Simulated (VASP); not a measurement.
# AlN (Fm-3m) in VASP: a series of runs

Runs on AlN. Level: PBE. Tasks: single point.

Program: VASP 6.6.1. These are calculated values, not measurements. Logs are shortened: lines on timing, memory, paths and dates and some standing lists are left out, and cuts for length are marked.

**1. The cell of the first run**

Symmetry: Fm-3m, No. 225, cubic system. The conventional cell has a = 3.945 Å, b = 3.945 Å, c = 3.945 Å, α = 90.00°, β = 90.00°, γ = 90.00°. Within 2.6 Å of Al (site symmetry m-3m) lie 6 N at 1.97 Å. Within 2.6 Å of N (site symmetry m-3m) lie 6 Al at 1.97 Å.

**2. Single point, PBE (volume scaled by 0.91)**

Contents of INCAR:

```
SYSTEM = AlN
PREC = Accurate ; ENCUT = 520
EDIFF = 1E-6 ; ISMEAR = 0
SIGMA = 0.02 ; LREAL = .False.
LASPH = .True. ; NELM = 80
ALGO = Normal ; ISIF = 2
LWAVE = .False. ; LCHARG = .True.
GGA = PE ; LELF = .True.
LVHAR = .True. ; NBANDS = 11
```

Contents of KPOINTS:

```
Automatic mesh
0
Gamma
  10 10 10
  0 0 0
```

Contents of POSCAR:

```
AlN
1.0
    0.0000000000      1.9722759575      1.9722759575
    1.9722759575      0.0000000000      1.9722759575
    1.9722759575      1.9722759575      0.0000000000
Al N
1 1
Direct
    0.5000000000      0.5000000000      0.5000000000
    0.0000000000      0.0000000000      0.0000000000
```

Potentials or basis: VASP PAW PBE potentials, release 64 (Al, N).

Run with:

```bash
> cat potpaw_PBE.64/Al/POTCAR potpaw_PBE.64/N/POTCAR > POTCAR
> mpirun -np 1 vasp_std > vasp.out
```

OUTCAR:

```text
SYSTEM = AlN
   PREC = Accurate
   ENCUT = 520
   EDIFF = 1E-6
   ISMEAR = 0
   LREAL = .False.
   LASPH = .True.
   NELM = 80
   ISIF = 2
   GGA = PE

 ion  position               nearest neighbor table
   1  0.500  0.500  0.500-   2 1.97   2 1.97   2 1.97   2 1.97   2 1.97   2 1.97
   2  0.000  0.000  0.000-   1 1.97   1 1.97   1 1.97   1 1.97   1 1.97   1 1.97

  LATTYP: Found a face centered cubic cell.
 ALAT       =     3.9445519150

  Lattice vectors:

 A1 = (   0.0000000000,   1.9722759575,   1.9722759575)
 A2 = (   1.9722759575,   0.0000000000,   1.9722759575)
 A3 = (   1.9722759575,   1.9722759575,   0.0000000000)

Analysis of symmetry for initial positions (statically):
=====================================================================
 Subroutine PRICEL returns:
 Original cell was already a primitive cell.

 Routine SETGRP: Setting up the symmetry group for a
 face centered cubic supercell.

 Subroutine GETGRP returns: Found 48 space group operations
 (whereof 48 operations were pure point group operations)
 out of a pool of 48 trial point group operations.

The static configuration has the point symmetry O_h .

Analysis of symmetry for dynamics (positions and initial velocities):
=====================================================================
 Subroutine PRICEL returns:
 Original cell was already a primitive cell.

 Routine SETGRP: Setting up the symmetry group for a
 face centered cubic supercell.

 Subroutine GETGRP returns: Found 48 space group operations
 (whereof 48 operations were pure point group operations)
 out of a pool of 48 trial point group operations.

The dynamic configuration has the point symmetry O_h .

 Subroutine INISYM returns: Found 48 space group operations
 (whereof 48 operations are pure point group operations),
 and found     1 'primitive' translations

----------------------------------------------------------------------------------------

                                     Primitive cell

  volume of cell :      15.3438

  direct lattice vectors                    reciprocal lattice vectors
     0.000000000  1.972275957  1.972275957    -0.253514219  0.253514219  0.253514219
     1.972275957  0.000000000  1.972275957     0.253514219 -0.253514219  0.253514219
     1.972275957  1.972275957  0.000000000     0.253514219  0.253514219 -0.253514219

  length of vectors
     2.789219408  2.789219408  2.789219408     0.439099509  0.439099509  0.439099509

  position of ions in fractional coordinates (direct lattice)
     0.500000000  0.500000000  0.500000000
     0.000000000  0.000000000  0.000000000

  ion indices of the primitive-cell ions
   primitive index   ion index
                 1           1
                 2           2

----------------------------------------------------------------------------------------

 KPOINTS: Automatic mesh

Automatic generation of k-mesh.
 Grid dimensions read from file:
 generate k-points for:   10   10   10

 Generating k-lattice:

  Cartesian coordinates                     Fractional coordinates (reciprocal lattice)
    -0.025351422  0.025351422  0.025351422     0.100000000  0.000000000  0.000000000
     0.025351422 -0.025351422  0.025351422     0.000000000  0.100000000  0.000000000
     0.025351422  0.025351422 -0.025351422     0.000000000  0.000000000  0.100000000

  Length of vectors
     0.043909951  0.043909951  0.043909951

  Shift w.r.t. Gamma in fractional coordinates (k-lattice)
     0.000000000  0.000000000  0.000000000

 Subroutine IBZKPT returns following result:
 ===========================================

 Found     47 irreducible k-points:

 Following reciprocal coordinates:
            Coordinates               Weight
  0.000000  0.000000  0.000000      1.000000
  0.100000  0.000000  0.000000      8.000000
  0.200000  0.000000  0.000000      8.000000
  0.300000  0.000000  0.000000      8.000000
  0.400000  0.000000  0.000000      8.000000
  0.500000  0.000000  0.000000      4.000000
[... 16 lines left out ...]
  0.300000  0.300000  0.000000      6.000000
  0.400000  0.300000  0.000000     24.000000
 [... further k-points ...]
   k-points           NKPTS =     47   k-points in BZ     NKDIM =     47   number of bands    NBANDS=     11
   number of dos      NEDOS =    301   number of ions     NIONS =      2
   total plane-waves  NPLWV =  13824
   dimension x,y,z NGX =    24 NGY =   24 NGZ =   24
   dimension x,y,z NGXF=    48 NGYF=   48 NGZF=   48
   ions per type =               1   1
   NGX,Y,Z   is equivalent  to a cutoff of  14.30, 14.30, 14.30 a.u.
   NGXF,Y,Z  is equivalent  to a cutoff of  28.61, 28.61, 28.61 a.u.
 SYSTEM =  AlN
   PREC   = accura    normal or accurate (medium, high low for compatibility)
   ISTART =      0    job   : 0-new  1-cont  2-samecut
   ICHARG =      2    charge: 1-file 2-atom 10-const
   ISPIN  =      1    spin polarized calculation?
   LNONCOLLINEAR =      F non collinear calculations
   LSORBIT =      F    spin-orbit coupling
   LASPH  =      T    aspherical Exc in radial PAW
   ENCUT  =  520.0 eV  38.22 Ry    6.18 a.u.   5.19  5.19  5.19*2*pi/ulx,y,z
   NELM   =     80;   NELMIN=  2; NELMDL= -5     # of ELM steps
   EDIFF  = 0.1E-05   stopping-criterion for ELM
   LREAL  =      F    real-space projection
   EDIFFG = 0.1E-04   stopping-criterion for IOM
   NSW    =      0    number of steps for IOM
   IBRION =     -1    ionic relax: 0-MD 1-quasi-New 2-CG
   NFREE  =      0    steps in history (QN), initial steepest desc. (CG)
   ISIF   =      2    stress and relaxation
   ISYM   =      2    0-nonsym 1-usesym 2-fastsym
   POTIM  = 0.5000    time-step for ionic-motion
   TEBEG  =    0.0;   TEEND  =   0.0 temperature during run
   PSTRESS=    0.0 pullay stress
   NELECT =       8.0000    total number of electrons
   NUPDOWN=      -1.0000    fix difference up-down
   EMIN   =  10.00;   EMAX   =-10.00  energy-range for DOS
   EFERMI =   0.00;   METHOD = LEGACY
   ISMEAR =     0;   SIGMA  =   0.02  broadening in eV -4-tet -1-fermi 0-gaus
   EFERMI_NEDOS =   21; number of points for ismear=-14 and -15
   IALGO  =     38    algorithm
   IMIX   =      4    mixing-type and parameters
     AMIX     =   0.40;   BMIX     =  1.00
     AMIX_MAG =   1.60;   BMIX_MAG =  1.00
  volume/ion in A,a.u.               =       7.67        51.77
  Fermi-wavevector in a.u.,A,eV,Ry     =   1.317631  2.489962 23.621776  1.736152
  Thomas-Fermi vector in A             =   2.447658
   LORBIT       =      0    0 simple, 1 ext, 2 COOP (PROOUT), +10 PAW based schemes
   GGA     = PE    functional components
   LHFCALC =     F    Hartree Fock is set to
   AEXX    =    0.0000 exact exchange contribution
   IVDW    =     0    specifies the selected vdW correction
   LEPSILON=     F    determine dielectric tensor
   LRPA    =     F    only Hartree local field effects (RPA)
 non-spin polarized calculation
 Gauss-broadening in eV      SIGMA  =   0.02
  energy-cutoff  :      520.00
  volume of cell :       15.34
 maximum number of plane-waves:       424
 NGX is ok and might be reduce to    24
   NGX = 11   NGY = 11   NGZ = 11

 number of electron       8.0000000 magnetization

 Free energy of the ion-electron system (eV)
  ---------------------------------------------------
  ext. energy  EPLUGINS =         0.00000000
  ---------------------------------------------------
  free energy    TOTEN  =       -14.42218356 eV

  energy without entropy =      -14.42218356  energy(sigma->0) =      -14.42218356

 E-fermi :  11.0689     XC(G=0): -12.6371

 val. band max:       10.9554669126   @ k =   0.0000   0.0000   0.0000
 cond. band min:      16.1239849227   @ k =   0.5000   0.5000   0.0000
 fundamental gap:      5.1685180101
 Fermi energy:        11.0688701737

 k-point     1 :       0.0000    0.0000    0.0000
  band No.  band energies     occupation
      1      -7.2903      2.00000
      2      10.9555      2.00000
      3      10.9555      2.00000
      4      10.9555      2.00000
      5      17.7459      0.00000
      6      23.3594      0.00000
      7      23.3594      0.00000
      8      23.3594      0.00000
      9      28.7053      0.00000
     10      29.2971      0.00000
     11      29.2971      0.00000

 k-point     2 :       0.1000    0.0000    0.0000
  band No.  band energies     occupation
      1      -7.0703      2.00000
      2       9.9285      2.00000
      3      10.8159      2.00000
      4      10.8159      2.00000
      5      18.3198      0.00000
      6      22.4670      0.00000
      7      23.6981      0.00000
      8      23.6981      0.00000
      9      27.9176      0.00000
     10      27.9176      0.00000
     11      30.1408      0.00000

 k-point     3 :       0.2000    0.0000    0.0000
  band No.  band energies     occupation
      1      -6.4287      2.00000
      2       7.6931      2.00000
      3      10.4783      2.00000
      4      10.4783      2.00000
      5      18.7165      0.00000
      6      22.2249      0.00000
      7      24.0477      0.00000
      8      24.0477      0.00000
      9      27.2508      0.00000
     10      27.2508      0.00000
     11      29.6981      0.00000

 k-point     4 :       0.3000    0.0000    0.0000
  band No.  band energies     occupation
      1      -5.4390      2.00000
      2       5.2170      2.00000
      3      10.1059      2.00000
      4      10.1059      2.00000
      5      18.1992      0.00000
      6      23.4452      0.00000
      7      23.4452      0.00000
      8      23.5048      0.00000
      9      28.7259      0.00000
     10      28.7259      0.00000
     11      28.7850      0.00000
[... 239 lines left out ...]
 k-point    22 :      -0.2000    0.2000    0.0000
  band No.  band energies     occupation
      1      -5.1192      2.00000
      2       5.8207      2.00000
      3       7.7717      2.00000
      4      10.1629      2.00000
      5      20.3907      0.00000
      6      21.2931      0.00000
      7      22.6869      0.00000
      8      24.2841      0.00000
      9      26.3798      0.00000
     10      30.8827      0.00000
     11      32.7346      0.00000

 k-point    23 :       0.3000    0.3000    0.0000
  band No.  band energies     occupation
      1      -4.8580      2.00000
      2       5.9273      2.00000
      3       8.7811      2.00000
      4       8.7811      2.00000
      5      17.5979      0.00000
      6      18.6517      0.00000
      7      23.6131      0.00000
      8      27.5020      0.00000
      9      27.5020      0.00000
     10      32.2000      0.00000
     11      36.2569      0.00000

 k-point    24 :       0.4000    0.3000    0.0000
  band No.  band energies     occupation
      1      -4.0270      2.00000
      2       4.7996      2.00000
      3       7.9493      2.00000
      4       8.5046      2.00000
      5      17.4106      0.00000
      6      18.3275      0.00000
      7      24.0433      0.00000
      8      27.5081      0.00000
      9      28.3708      0.00000
     10      33.6279      0.00000
     11      36.9049      0.00000

 [... further k-points ...]
[... 5 lines left out ...]
  --------------------------------------------------------------------------------------
  -------------------------------------------------------------------------------------
  Total        2.7102660      2.7102660      2.7102660      0.0000000      0.0000000      0.0000000
  in kB      283.0019694    283.0019694    283.0019694      0.0000000      0.0000000      0.0000000
  external PRESSURE =     283.0019694 kB  Pullay stress =       0.0000000 kB

 VOLUME and BASIS-vectors are now :
 -----------------------------------------------------------------------------
  energy-cutoff  :      520.00
  volume of cell :       15.34
      direct lattice vectors                 reciprocal lattice vectors
     0.000000000  1.972275957  1.972275957    -0.253514219  0.253514219  0.253514219
     1.972275957  0.000000000  1.972275957     0.253514219 -0.253514219  0.253514219
     1.972275957  1.972275957  0.000000000     0.253514219  0.253514219 -0.253514219

 POSITION                                       TOTAL-FORCE (eV/Angst)
 -----------------------------------------------------------------------------------
      1.97228      1.97228      1.97228         0.000000      0.000000      0.000000
      0.00000      0.00000      0.00000         0.000000      0.000000     -0.000000
 -----------------------------------------------------------------------------------
    total drift:                                0.000000     -0.000000     -0.000000

  FREE ENERGIE OF THE ION-ELECTRON SYSTEM (eV)
  ---------------------------------------------------
  free  energy   TOTEN  =       -14.4221835575 eV

  energy  without entropy=      -14.4221835575  energy(sigma->0) =      -14.42218356
```

It took 10 s on 1 thread of Intel Xeon Platinum 8259CL at 2.50GHz (Skylake/Cascade Lake), shared host; peak memory 0.13 GiB.

What came out:

- Free energy: -14.4222 eV
- Pressure: 28.3 GPa
- Band gap on the k mesh: 5.17 eV, indirect (least direct gap 6.79 eV)

Levels at points of the mesh, in eV from the valence-band top:
```tsv
k point	band 1	band 2	band 3	band 4	band 5	band 6	band 7	band 8	band 9
(0.00, 0.00, 0.00)	-18.25	0.00	0.00	0.00	6.79	12.40	12.40	12.40	17.75
(0.50, 0.00, 0.00)	-14.68	-8.79	-1.22	-1.22	6.62	11.61	11.61	14.42	16.96
(0.50, 0.50, 0.00)	-13.59	-7.89	-2.99	-2.99	5.17	5.35	14.98	18.46	18.46
```

Caveat: the cell differs from its parent crystal (volume scaled by 0.91). A k mesh can miss the band edges.

**3. Single point, PBE (volume scaled by 0.88)**

Contents of INCAR:

```
ALGO = Normal ; EDIFF = 1E-6
ENCUT = 520 ; GGA = PE
ISIF = 2 ; ISMEAR = 0
LASPH = True ; LCHARG = True
LELF = True ; LREAL = False
LVHAR = True ; LWAVE = False
NBANDS = 11 ; NELM = 80
PREC = Accurate ; SIGMA = 0.02
```

Contents of KPOINTS:

```
k-points
0
Gamma
  10 10 10
```

Contents of POSCAR:

```
AlN
1.0
    0.0000000000      1.9503599662      1.9503599662
    1.9503599662      0.0000000000      1.9503599662
    1.9503599662      1.9503599662      0.0000000000
Al N
1 1
Direct
    0.5000000000      0.5000000000      0.5000000000
    0.0000000000      0.0000000000      0.0000000000
```

Potentials or basis: VASP PAW PBE potentials, release 64 (Al, N).

Run with:

```bash
> cat potpaw_PBE.64/Al/POTCAR potpaw_PBE.64/N/POTCAR > POTCAR
> mpirun -np 1 vasp_std > vasp.out
```

Run time: 8 s. Hardware: 1 thread of Intel Xeon Platinum 8259CL at 2.50GHz (Skylake/Cascade Lake), shared host; peak memory 0.13 GiB.

It converged, with:

```yaml
Free_energy: -14.3127 eV
Pressure: 41.1 GPa
Band_gap_on_the_k_mesh: 5.10 eV, indirect (least direct gap 7.32 eV)
```

Levels at points of the mesh, in eV from the valence-band top:
```csv
k point,band 1,band 2,band 3,band 4,band 5,band 6,band 7,band 8,band 9
"(0.00, 0.00, 0.00)",-18.57,0.00,0.00,0.00,7.32,12.51,12.51,12.51,17.95
"(0.50, 0.00, 0.00)",-14.86,-9.02,-1.29,-1.29,6.84,11.90,11.90,14.92,17.39
"(0.50, 0.50, 0.00)",-13.73,-8.13,-3.09,-3.09,5.10,5.70,15.42,19.02,19.02
```

Caveat: the cell differs from its parent crystal (volume scaled by 0.88). A k mesh can miss the band edges.

**4. Single point, PBE**

This run uses another cell than the first one, of 8.43 Å³/atom, 1.099 times its volume.

Contents of INCAR:

```
SYSTEM = AlN
PREC     = Accurate       ! precision mode
ENCUT    = 520            ! plane-wave cutoff, eV
EDIFF    = 1E-7           ! SCF threshold, eV
ISMEAR   = 0              ! smearing method
SIGMA    = 0.02           ! smearing width, eV
LREAL    = .False.        ! projectors in reciprocal space
LASPH    = .True.         ! aspherical terms in the spheres
NELM     = 100            ! most SCF steps
ALGO     = Normal         ! electronic algorithm
ISIF     = 2              ! what is computed and relaxed
LWAVE    = .False.        ! write WAVECAR
LCHARG   = .True.         ! write CHGCAR
GGA      = PE             ! functional
LELF     = .True.         ! ELF
LVHAR    = .True.       
NBANDS   = 11             ! bands
```

Contents of KPOINTS:

```
Automatic mesh
0
Gamma
  10 10 10
  0 0 0
```

Contents of POSCAR:

```
AlN
1.0
    0.0000000000      2.0352630581      2.0352630581
    2.0352630581      0.0000000000      2.0352630581
    2.0352630581      2.0352630581      0.0000000000
Al N
1 1
Direct
    0.5000000000      0.5000000000      0.5000000000
    0.0000000000      0.0000000000      0.0000000000
```

Run with:

```bash
> cat potpaw_PBE.64/Al/POTCAR potpaw_PBE.64/N/POTCAR > POTCAR
> mpirun -np 1 vasp_std > vasp.out
```

Wall time 11 s (1 thread of Intel Xeon Platinum 8259CL at 2.50GHz (Skylake/Cascade Lake), shared host); peak memory 0.13 GiB.

It converged, with:

| Quantity | Value |
| --- | --- |
| Free energy | -14.5459 eV |
| Pressure | -0.3 GPa |
| Band gap on the k mesh | 4.41 eV, indirect (least direct gap 5.39 eV) |

Levels at points of the mesh, in eV from the valence-band top:
```csv
k point,band 2,band 3,band 4,band 5,band 6,band 7
"(0.00, 0.00, 0.00)",0.00,0.00,0.00,5.39,12.10,12.10
"(0.50, 0.00, 0.00)",-8.18,-1.04,-1.04,6.01,10.84,10.84
"(0.50, 0.50, 0.00)",-7.25,-2.75,-2.75,4.41,5.34,13.80
```

A k mesh can miss the band edges. PBE gaps usually lie below the measured ones, often by a third to a half.

**5. Summary**

| cell | gap on the mesh (eV) | pressure (GPa) |
| --- | --- | --- |
| a = 2.789 Å, angles 60.0°, 2 atoms | 5.17 | 28.3 |
| a = 2.758 Å, angles 60.0°, 2 atoms | 5.10 | 41.1 |
| a = 2.878 Å, angles 60.0°, 2 atoms | 4.41 | -0.3 |

Alike in all rows: task single point; level PBE; potentials or basis VASP PAW PBE potentials, release 64 (Al, N); no spin polarisation; k mesh 10 × 10 × 10; cutoff (eV) 520; smearing gaussian 0.02 eV.

Absolute energies hang on the potentials; compare differences alone.
